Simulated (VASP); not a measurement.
Wanted: the native input for a VASP 6.6.1 run.

* Task: single point
* Functional: PBEsol
* Potentials or basis: VASP PAW PBE potentials, release 64 (Ga_d, N)
* Cutoff: 600 eV
* k mesh: 10 × 10 × 10
* Occupations: gaussian, width 0.02 eV
* Spin: no spin polarisation
* Dipole correction: no
* Further INCAR settings: ALGO = Normal; EDIFF = 1e-06; NBANDS = 16

The structure of GaN lies in POSCAR:

```
GaN
1.0
    0.0000000000      2.2490575020      2.2490575020
    2.2490575020      0.0000000000      2.2490575020
    2.2490575020      2.2490575020      0.0000000000
Ga N
1 1
Direct
    0.0000000000      0.0000000000      0.0000000000
    0.2500000000      0.2500000000      0.2500000000
```

These files were run (other wordings do the same):

INCAR

```
SYSTEM = GaN
PREC     = Accurate       ! precision mode
ENCUT    = 600            ! plane-wave cutoff, eV
EDIFF    = 1E-6           ! SCF threshold, eV
ISMEAR   = 0              ! smearing method
SIGMA    = 0.02           ! smearing width, eV
LREAL    = .False.        ! projectors in reciprocal space
LASPH    = .True.         ! aspherical terms in the spheres
NELM     = 120            ! most SCF steps
ALGO     = Normal         ! electronic algorithm
ISIF     = 2              ! what is computed and relaxed
LWAVE    = .False.        ! write WAVECAR
LCHARG   = .False.        ! write CHGCAR
GGA      = PS             ! functional
NBANDS   = 16             ! bands
GGA_COMPAT= .False.
```

KPOINTS

```
regular mesh
0
Gamma
  10 10 10
  0 0 0
```

Potentials or basis: VASP PAW PBE potentials, release 64 (Ga_d, N).

Command:

```console
$ cat potpaw_PBE.64/Ga_d/POTCAR potpaw_PBE.64/N/POTCAR > POTCAR
$ mpirun -np 1 vasp_std > vasp.out
```

Results of the run:

* Pressure: -0.4 GPa
* Band gap on the k mesh: 1.72 eV

Caveat: the PAW data sets were made with another functional, which shifts forces and pressure a little.

Run time: 17 s on 1 thread of AMD EPYC 7R13 Processor (Zen 3), on a shared host, peak memory 0.14 GiB.
